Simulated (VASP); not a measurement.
TiAl: single point with PBE

TiAl:

```xyz
2
Lattice="2.8154 0.0029 0.0262 -1.4052 2.4731 -0.0352 0.0427 -0.0416 4.6654" Properties=species:S:1:pos:R:3 pbc="T T T"
Ti    0.0216    0.0163   -0.0120
Al    0.0014    1.6126    2.3300
```

This cell differs from its parent crystal: atoms moved at random and the cell strained at random.

| Property | Result |
| --- | --- |
| Program | VASP 6.6.1 |
| Task | single point |
| Functional | PBE |
| Potentials or basis | VASP PAW PBE potentials, release 64 (Ti_sv, Al) |
| Cutoff | 520 eV |
| k mesh | 14 × 14 × 8 |
| Occupations | gaussian, width 0.1 eV |
| Spin | no spin polarisation |
| Dipole correction | no |
| Further INCAR settings | ALGO = Fast; EDIFF = 1e-06; NBANDS = 14 |

```
Pressure               : 2.8 GPa
Largest force          : 0.212 eV/Å
Band gap on the k mesh : zero (an odd number of electrons rules out a gap without spin polarisation)
```

Forces on the atoms (eV/Å):
```
Ti  -0.103 -0.010  0.185
Al   0.103  0.010 -0.185
```

Stress tensor (GPa, compression positive):
```
 3.69 -0.75 -1.34
-0.75  3.37  1.53
-1.34  1.53  1.43
```

Levels at points of the mesh, in eV from the Fermi level:
```
           k point  band 5  band 6  band 7  band 8  band 9  band 10  band 11  band 12
(0.00, 0.00, 0.00)   -9.08   -2.36   -1.92    1.22    1.41     2.84     2.90     3.91
(0.50, 0.00, 0.00)   -3.73   -2.80   -1.54   -1.03    2.14     4.07     4.12     4.19
(0.00, 0.50, 0.00)   -3.81   -2.91   -1.63   -1.05    2.24     4.06     4.09     4.17
(0.50, 0.50, 0.00)   -3.72   -2.75   -1.59   -1.03    2.14     4.07     4.12     4.23
(0.00, 0.00, 0.50)   -8.18   -5.35   -0.50    1.23    1.42     2.77     2.83     6.74
(0.50, 0.00, 0.50)   -3.68   -2.39   -1.90    0.65    0.98     1.95     2.94     4.10
(0.00, 0.50, 0.50)   -3.77   -2.54   -1.85    0.47    0.91     2.07     2.94     4.07
(0.50, 0.50, 0.50)   -3.67   -2.42   -1.86    0.64    0.96     1.94     3.01     4.10
```

Wall time 4.6 min on 1 thread of Intel(R) Xeon(R) 6975P-C (Granite Rapids) (shared host), peak memory 0.46 GiB.

Caveat: the cell differs from its parent crystal (atoms moved at random and the cell strained at random).
